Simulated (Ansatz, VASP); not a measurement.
Two plane-wave programs on InAs

```
In As
1.0
     0.00000    2.90304    3.02400
     2.90304    0.00000    3.02400
     2.90304    2.90304    0.00000
In As
1 1
Direct
  0.00000 0.00000 0.00000
  0.75000 0.75000 0.75000
```

Change from the starting cell: strain -0.040 along x and y, +0.000 along z, atoms carried along.

Alike in both runs: task single point; functional PBE; k mesh 14 × 14 × 14; occupations gaussian, width 0.15 eV; no spin polarisation.

|  | VASP | Ansatz |
| --- | --- | --- |
| version | VASP 6.6.1 | Ansatz 0.2.0 |
| potentials or method | VASP PAW PBE potentials, release 64 (In_d, As), cutoff 520 eV | scalar-relativistic, plane waves, PAW |
| valence electrons in the cell | 18 | 28 |

VASP gave:

| Property | Result |
| --- | --- |
| pressure (GPa) | 10.4 |
| traceless stress, the component that is largest in VASP (GPa) | -0.86 |

Q: What did Ansatz give for the same quantities?

A: Pressure (GPa): 10.3; traceless stress, the component that is largest in VASP (GPa): -0.86.

VASP's potentials hold 18 valence electrons a cell and Ansatz's 28, so a difference there can come from the potentials and not from the codes.
